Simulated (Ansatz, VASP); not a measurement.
# Two plane-wave programs on GaF

INCAR

```
SYSTEM = GaF
PREC = Accurate
ENCUT = 520
EDIFF = 1E-6
ISMEAR = -1
SIGMA = 0.05
LREAL = .False.
LASPH = .True.
NELM = 80
ALGO = Normal
ISIF = 2
LWAVE = .False.
LCHARG = .False.
GGA = PE
NBANDS = 17
```

Contents of KPOINTS:

```
regular mesh
0
Gamma
  8 8 8
  0 0 0
```

Contents of POSCAR:

```
GaF
1.0
    0.0000000000      2.9020627997      2.9020627997
    2.9020627997      0.0000000000      2.9020627997
    2.9020627997      2.9020627997      0.0000000000
Ga F
1 1
Direct
    0.2500000000      0.2500000000      0.2500000000
    0.0000000000      0.0000000000      0.0000000000
```

The input input.yaml:

```yaml
crystal:
  lattice:
    - [0.0, 2.9020627997, 2.9020627997]
    - [2.9020627997, 0.0, 2.9020627997]
    - [2.9020627997, 2.9020627997, 0.0]
  atoms:
    - { symbol: Ga, position: [0.25, 0.25, 0.25] }
    - { symbol: F, position: [0.0, 0.0, 0.0] }
hamiltonian:
  xc: pbe
  pseudopotentials: { kind: nc, source: spms }
kpoints:
  mp_grid: { grid: [8, 8, 8] }
scf:
  occupations: { method: fermi_dirac, width: 0.05 }
output:
  forces: true
  stress: true
  eigenvalues: true
```

Alike in both runs: task single point; functional PBE; k mesh 8 × 8 × 8; occupations fermi-dirac, width 0.05 eV; no spin polarisation.

|  | VASP | Ansatz |
| --- | --- | --- |
| version | VASP 6.6.1 | Ansatz 0.2.0 |
| potentials or method | VASP PAW PBE potentials, release 64 (Ga_d, F) | SPMS NC |
| plane-wave cutoff (eV) | 520 | 1007 |
| valence electrons in the cell | 20 | 20 |

|  | VASP | Ansatz | Ansatz less VASP |
| --- | --- | --- | --- |
| gap on the k mesh at the Fermi level (eV) | 2.49 | 2.50 | +0.016 |
| least direct gap on the mesh (eV) | 2.50 | 2.52 | +0.016 |
| pressure (GPa) | -1.4 | -1.4 | +0.08 |

The functional is the same, so the differences come from potentials, cutoffs and numerics.
